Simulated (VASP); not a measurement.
Tc3Sn, 4 atoms in the cell. Symmetry: Fm-3m, No. 225, cubic system. The conventional cell has a = 6.344 Å, b = 6.344 Å, c = 6.344 Å, α = 90.00°, β = 90.00°, γ = 90.00°. Tc (site symmetry -43m) has 10 Tc at 2.75 to 3.17 Å and 4 Sn at 2.75 Å within 3.6 Å. Tc (site symmetry m-3m) has 8 Tc at 2.75 Å and 6 Sn at 3.17 Å within 3.6 Å. Sn (site symmetry m-3m) has 14 Tc at 2.75 to 3.17 Å within 3.6 Å. 

* Program: VASP 6.6.1
* Task: single point
* Functional: PBE
* Potentials or basis: VASP PAW PBE potentials, release 64 (Tc_pv, Sn_d)
* Cutoff: 520 eV
* k mesh: 7 × 7 × 7
* Occupations: fermi-dirac, width 0.05 eV
* Spin: no spin polarisation
* Dipole correction: no
* Further INCAR settings: ALGO = Normal; EDIFF = 1e-06; NBANDS = 34

Potentials or basis: VASP PAW PBE potentials, release 64 (Tc_pv, Sn_d).

Launch:

```bash
$ cat potpaw_PBE.64/Tc_pv/POTCAR potpaw_PBE.64/Sn_d/POTCAR > POTCAR
$ mpirun -np 1 vasp_std > vasp.out
```

Hardware: 1 thread of AMD EPYC 7R13 Processor (Zen 3), on a shared host.

Question: How long does it take, and how much memory?

Answer: Run time: 41 s on 1 thread of AMD EPYC 7R13 Processor (Zen 3), on a shared host, peak memory 0.19 GiB. Counts: scf iterations 14, k points 20.
